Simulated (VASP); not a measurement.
Write the native input for VASP 6.6.1 that does the following.

| Quantity | Value |
| --- | --- |
| Task | single point |
| Functional | BLYP |
| Potentials or basis | VASP PAW PBE potentials, release 64 (Na_pv) |
| Cutoff | 520 eV |
| k mesh | 12 × 12 × 12 |
| Occupations | fermi-dirac, width 0.1 eV |
| Spin | no spin polarisation |
| Dipole correction | no |
| Further INCAR settings | ALGO = Normal; EDIFF = 1e-06; NBANDS = 10 |

The structure of Na lies in POSCAR:

```
Na
1.0
    0.0000000000      2.6896002576      2.6896002576
    2.6896002576      0.0000000000      2.6896002576
    2.6896002576      2.6896002576      0.0000000000
Na
1
Direct
    0.0000000000      0.0000000000      0.0000000000
```

This isn't the form of Na at room conditions, which is bcc.

The input as run:

INCAR

```
SYSTEM = Na
PREC = Accurate ; ENCUT = 520
EDIFF = 1E-6 ; ISMEAR = -1
SIGMA = 0.1 ; LREAL = .FALSE.
LASPH = .TRUE. ; NELM = 80
ALGO = Normal ; ISIF = 2
LWAVE = .FALSE. ; LCHARG = .TRUE.
GGA = B5 ; ALDAX = 1.0
AGGAX = 1.0 ; AGGAC = 1.0
ALDAC = 0.0 ; LELF = .TRUE.
LVHAR = .TRUE. ; NBANDS = 10
```

KPOINTS

```
regular mesh
0
G
  12 12 12
  0 0 0
```

Potentials or basis: VASP PAW PBE potentials, release 64 (Na_pv).

Launch:

```console
$ cat potpaw_PBE.64/Na_pv/POTCAR > POTCAR
$ mpirun -np 1 vasp_std > vasp.out
```

It gave:

The pressure is -0.3 GPa and the band gap on the k mesh is zero (an odd number of electrons rules out a gap without spin polarisation).

Caveat: the PAW data sets were made with another functional, which shifts forces and pressure a little.

Run time: 44 s on 1 thread of AMD EPYC 7R13, on a shared host, peak memory 0.13 GiB.
